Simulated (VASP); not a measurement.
# Cs2BrF (R-3m) in VASP: further runs

Runs on Cs2BrF. Level: PBEsol. Tasks: single point, relaxation of cell and atoms.

Everything below comes from runs of VASP 6.6.1. Logs are shortened: lines on timing, memory, paths and dates and some standing lists are left out, and cuts for length are marked.

### 1 The cell of the first run

It takes space group R-3m (No. 166, trigonal). Conventional cell: a = 4.553 Å, b = 4.553 Å, c = 23.317 Å, α = 90.00°, β = 90.00°, γ = 120.00°. Within 4.1 Å of Cs (site symmetry 3m) lie 3 F at 3.06 Å and 3 Br at 3.51 Å and 3 Cs at 4.09 Å. Br (site symmetry -3m) has 6 Cs at 3.51 Å and 6 Br at 4.55 Å and 6 F at 4.69 Å within 4.7 Å. F (site symmetry -3m) has 6 Cs at 3.06 Å within 4.0 Å.

### 2 Single point, PBEsol

Input file INCAR:

```
ALGO     = Normal         # electronic algorithm
EDIFF    = 1E-6           # SCF threshold, eV
ENCUT    = 520            # plane-wave cutoff, eV
GGA      = PS             # functional
ISIF     = 2              # what is computed and relaxed
ISMEAR   = 0              # smearing method
LASPH    = T              # aspherical terms in the spheres
LCHARG   = T              # write CHGCAR
LELF     = T              # ELF
LREAL    = F              # projectors in reciprocal space
LVHAR    = T            
LWAVE    = F              # write WAVECAR
NBANDS   = 24             # bands
NELM     = 60             # most SCF steps
PREC     = Accurate       # precision mode
SIGMA    = 0.02           # smearing width, eV
```

Input file KPOINTS:

```
k-points
0
Gamma
  6 6 6
```

Input file POSCAR:

```
Cs2BrF
1.0
    2.2763485257      1.3142504342      7.7724924226
   -2.2763485257      1.3142504342      7.7724924226
    0.0000000000     -2.6285008681      7.7724924227
Cs Br F
2 1 1
Direct
    0.2661634316      0.2661634316      0.2661634316
    0.7338365684      0.7338365684      0.7338365684
    0.5000000000      0.5000000000      0.5000000000
    0.0000000000      0.0000000000      0.0000000000
```

Potentials or basis: VASP PAW PBE potentials, release 64 (Cs_sv, Br, F).

Launch:

```bash
$ cat potpaw_PBE.64/Cs_sv/POTCAR potpaw_PBE.64/Br/POTCAR potpaw_PBE.64/F/POTCAR > POTCAR
$ mpirun -np 1 vasp_std > vasp.out
```

OUTCAR:

```text
EDIFF = 1E-6
   ENCUT = 520
   GGA = PS
   ISIF = 2
   ISMEAR = 0
   LASPH = T
   LREAL = F
   NELM = 60
   PREC = Accurate

 ion  position               nearest neighbor table
   1  0.266  0.266  0.266-
   2  0.734  0.734  0.734-
   3  0.500  0.500  0.500-
   4  0.000  0.000  0.000-

  LATTYP: Found a trigonal (rhomboedric) cell.
 ALAT       =     8.2049165306
 COS(alpha) =     0.8460572735

  Lattice vectors:

 A1 = (   2.2763485257,   1.3142504342,   7.7724924226)
 A2 = (  -2.2763485257,   1.3142504342,   7.7724924226)
 A3 = (   0.0000000000,  -2.6285008681,   7.7724924227)

Analysis of symmetry for initial positions (statically):
=====================================================================
 Subroutine PRICEL returns:
 Original cell was already a primitive cell.

 Routine SETGRP: Setting up the symmetry group for a
 trigonal (rhombohedral) supercell.

 Subroutine GETGRP returns: Found 12 space group operations
 (whereof 12 operations were pure point group operations)
 out of a pool of 12 trial point group operations.

The static configuration has the point symmetry D_3d.

Analysis of symmetry for dynamics (positions and initial velocities):
=====================================================================
 Subroutine PRICEL returns:
 Original cell was already a primitive cell.

 Routine SETGRP: Setting up the symmetry group for a
 trigonal (rhombohedral) supercell.

 Subroutine GETGRP returns: Found 12 space group operations
 (whereof 12 operations were pure point group operations)
 out of a pool of 12 trial point group operations.

The dynamic configuration has the point symmetry D_3d.

 Subroutine INISYM returns: Found 12 space group operations
 (whereof 12 operations are pure point group operations),
 and found     1 'primitive' translations

----------------------------------------------------------------------------------------

                                     Primitive cell

  volume of cell :     139.5174

  direct lattice vectors                    reciprocal lattice vectors
     2.276348526  1.314250434  7.772492423     0.219650020  0.126814998  0.042886286
    -2.276348526  1.314250434  7.772492423    -0.219650020  0.126814998  0.042886286
     0.000000000 -2.628500868  7.772492423     0.000000000 -0.253629997  0.042886286

  length of vectors
     8.204916531  8.204916531  8.204916531     0.257230264  0.257230264  0.257230264

  position of ions in fractional coordinates (direct lattice)
     0.266163432  0.266163432  0.266163432
     0.733836568  0.733836568  0.733836568
     0.500000000  0.500000000  0.500000000
     0.000000000  0.000000000  0.000000000

  ion indices of the primitive-cell ions
   primitive index   ion index
                 1           1
                 2           2
                 3           3
                 4           4

----------------------------------------------------------------------------------------

 KPOINTS: k-points

Automatic generation of k-mesh.
 Grid dimensions read from file:
 generate k-points for:    6    6    6

 Generating k-lattice:

  Cartesian coordinates                     Fractional coordinates (reciprocal lattice)
     0.036608337  0.021135833  0.007147714     0.166666667  0.000000000 -0.000000000
    -0.036608337  0.021135833  0.007147714     0.000000000  0.166666667 -0.000000000
     0.000000000 -0.042271666  0.007147714     0.000000000  0.000000000  0.166666667

  Length of vectors
     0.042871711  0.042871711  0.042871711

  Shift w.r.t. Gamma in fractional coordinates (k-lattice)
     0.000000000  0.000000000  0.000000000

 Subroutine IBZKPT returns following result:
 ===========================================

 Found     32 irreducible k-points:

 Following reciprocal coordinates:
            Coordinates               Weight
  0.000000  0.000000  0.000000      1.000000
  0.166667 -0.000000  0.000000      6.000000
  0.333333  0.000000  0.000000      6.000000
  0.500000  0.000000  0.000000      3.000000
  0.166667  0.166667  0.000000      6.000000
  0.333333  0.166667  0.000000     12.000000
[... 16 lines left out ...]
  0.500000  0.500000  0.166667      6.000000
 -0.333333  0.500000  0.166667     12.000000
 [... further k-points ...]
   k-points           NKPTS =     32   k-points in BZ     NKDIM =     32   number of bands    NBANDS=     24
   number of dos      NEDOS =    301   number of ions     NIONS =      4
   total plane-waves  NPLWV = 262144
   dimension x,y,z NGX =    64 NGY =   64 NGZ =   64
   dimension x,y,z NGXF=   128 NGYF=  128 NGZF=  128
   ions per type =               2   1   1
   NGX,Y,Z   is equivalent  to a cutoff of  12.97, 12.97, 12.97 a.u.
   NGXF,Y,Z  is equivalent  to a cutoff of  25.94, 25.94, 25.94 a.u.
 SYSTEM =  unknown system
   PREC   = accura    normal or accurate (medium, high low for compatibility)
   ISTART =      0    job   : 0-new  1-cont  2-samecut
   ICHARG =      2    charge: 1-file 2-atom 10-const
[... 39 lines left out ...]
  energy-cutoff  :      520.00
  volume of cell :      139.52
 maximum number of plane-waves:      3790
 NGX is ok and might be reduce to    64
   NGX = 31   NGY = 31   NGZ = 31

 number of electron      31.9999996 magnetization

 Free energy of the ion-electron system (eV)
  ---------------------------------------------------
  ext. energy  EPLUGINS =         0.00000000
  ---------------------------------------------------
  free energy    TOTEN  =       -14.40759734 eV

  energy without entropy =      -14.40759734  energy(sigma->0) =      -14.40759734

 E-fermi :  -0.6966     XC(G=0):  -8.0958

 val. band max:       -0.8145115993   @ k =   0.0000   0.0000   0.0000
 cond. band min:       3.5548150548   @ k =   0.0000   0.0000   0.0000
 fundamental gap:      4.3693266541
 Fermi energy:        -0.6966226243

 k-point     1 :       0.0000    0.0000    0.0000
  band No.  band energies     occupation
      1     -20.6779      2.00000
      2     -20.1434      2.00000
      3     -19.8971      2.00000
      4     -13.0854      2.00000
      5      -7.2520      2.00000
      6      -6.8604      2.00000
[... 16 lines left out ...]
     23       7.2567      0.00000
     24       7.4177      0.00000

 k-point     2 :       0.1667   -0.0000    0.0000
  band No.  band energies     occupation
      1     -20.6270      2.00000
      2     -20.1385      2.00000
      3     -19.9339      2.00000
      4     -13.0706      2.00000
      5      -7.3118      2.00000
      6      -7.1112      2.00000
[... 16 lines left out ...]
     23       7.2720      0.00000
     24       7.3692      0.00000

 k-point     3 :       0.3333    0.0000    0.0000
  band No.  band energies     occupation
      1     -20.4981      2.00000
      2     -20.1384      2.00000
      3     -20.0249      2.00000
      4     -13.0416      2.00000
      5      -7.4812      2.00000
      6      -7.3281      2.00000
[... 16 lines left out ...]
     23       7.2325      0.00000
     24       8.0848      0.00000

 k-point     4 :       0.5000    0.0000    0.0000
  band No.  band energies     occupation
      1     -20.3965      2.00000
      2     -20.1762      2.00000
      3     -20.0697      2.00000
      4     -13.0276      2.00000
      5      -7.5095      2.00000
      6      -7.4430      2.00000
[... 16 lines left out ...]
     23       7.7494      0.00000
     24       9.0009      0.00000

 k-point     5 :       0.1667    0.1667    0.0000
  band No.  band energies     occupation
      1     -20.6266      2.00000
      2     -20.1396      2.00000
      3     -19.9332      2.00000
      4     -13.0705      2.00000
      5      -7.3129      2.00000
      6      -7.1027      2.00000
[... 451 lines left out ...]
 k-point    22 :      -0.1667    0.3333    0.1667
  band No.  band energies     occupation
      1     -20.4033      2.00000
      2     -20.1505      2.00000
      3     -20.0885      2.00000
      4     -13.0275      2.00000
      5      -7.5570      2.00000
      6      -7.4007      2.00000
[... 16 lines left out ...]
     23       7.5587      0.00000
     24       8.4728      0.00000

 k-point    23 :       0.5000    0.5000    0.1667
  band No.  band energies     occupation
      1     -20.4965      2.00000
      2     -20.1434      2.00000
      3     -20.0216      2.00000
      4     -13.0428      2.00000
      5      -7.4637      2.00000
      6      -7.2409      2.00000
[... 16 lines left out ...]
     23       7.8498      0.00000
     24       7.9215      0.00000

 k-point    24 :      -0.3333    0.5000    0.1667
  band No.  band energies     occupation
      1     -20.4028      2.00000
      2     -20.1514      2.00000
      3     -20.0881      2.00000
      4     -13.0288      2.00000
      5      -7.5254      2.00000
      6      -7.3316      2.00000
[... 16 lines left out ...]
     23       8.0317      0.00000
     24       8.2317      0.00000

 [... further k-points ...]

------------------------ aborting loop because EDIFF is reached ----------------------------------------

  FORCE on cell =-STRESS in cart. coord.  units (eV):
  Direction    XX          YY          ZZ          XY          YZ          ZX
  --------------------------------------------------------------------------------------
  -------------------------------------------------------------------------------------
  Total        0.0315397      0.0315397      0.0124107      0.0000000     -0.0000000      0.0000000
  in kB        0.3621924      0.3621924      0.1425209      0.0000000     -0.0000000      0.0000000
  external PRESSURE =       0.2889686 kB  Pullay stress =       0.0000000 kB

 VOLUME and BASIS-vectors are now :
 -----------------------------------------------------------------------------
  energy-cutoff  :      520.00
  volume of cell :      139.52
      direct lattice vectors                 reciprocal lattice vectors
     2.276348526  1.314250434  7.772492423     0.219650020  0.126814998  0.042886286
    -2.276348526  1.314250434  7.772492423    -0.219650020  0.126814998  0.042886286
     0.000000000 -2.628500868  7.772492423     0.000000000 -0.253629997  0.042886286

 POSITION                                       TOTAL-FORCE (eV/Angst)
 -----------------------------------------------------------------------------------
      0.00000      0.00000      6.20626         0.000000     -0.000000     -0.002956
      0.00000      0.00000     17.11122         0.000000      0.000000      0.002956
      0.00000      0.00000     11.65874         0.000000     -0.000000     -0.000000
      0.00000      0.00000      0.00000        -0.000000     -0.000000     -0.000000
 -----------------------------------------------------------------------------------
    total drift:                               -0.000000     -0.000000     -0.000000

  FREE ENERGIE OF THE ION-ELECTRON SYSTEM (eV)
  ---------------------------------------------------
  free  energy   TOTEN  =       -14.4075973392 eV

  energy  without entropy=      -14.4075973392  energy(sigma->0) =      -14.40759734
```

Wall time 5.2 min (1 thread of Intel Xeon Platinum 8259CL at 2.50GHz (Skylake/Cascade Lake), shared host); peak memory 0.62 GiB.

Results:

* Free energy: -14.4076 eV
* Pressure: 0.0 GPa
* Band gap on the k mesh: 4.37 eV

Forces on the atoms (eV/Å):
```
Cs   0.000  0.000 -0.003
Cs   0.000  0.000  0.003
Br   0.000  0.000  0.000
F    0.000  0.000  0.000
```

Levels at points of the mesh, in eV from the valence-band top:
```
           k point  band 13  band 14  band 15  band 16  band 17  band 18  band 19  band 20
(0.00, 0.00, 0.00)    -1.35    -0.42     0.00     0.00     4.37     5.88     6.35     6.75
(0.50, 0.00, 0.00)    -1.06    -0.61    -0.47    -0.15     5.48     5.64     6.77     7.59
(0.50, 0.50, 0.00)    -1.19    -0.51    -0.33    -0.12     4.83     6.30     6.59     7.86
(0.50, 0.50, 0.50)    -1.33    -0.66    -0.04    -0.04     5.15     5.74     6.01     7.24
```

Caveat: the PAW data sets were made with another functional, which shifts forces and pressure a little; spin-orbit coupling is left out, which moves the levels of the heavy elements. A k mesh can miss the band edges.

[end of part 1 of 2]
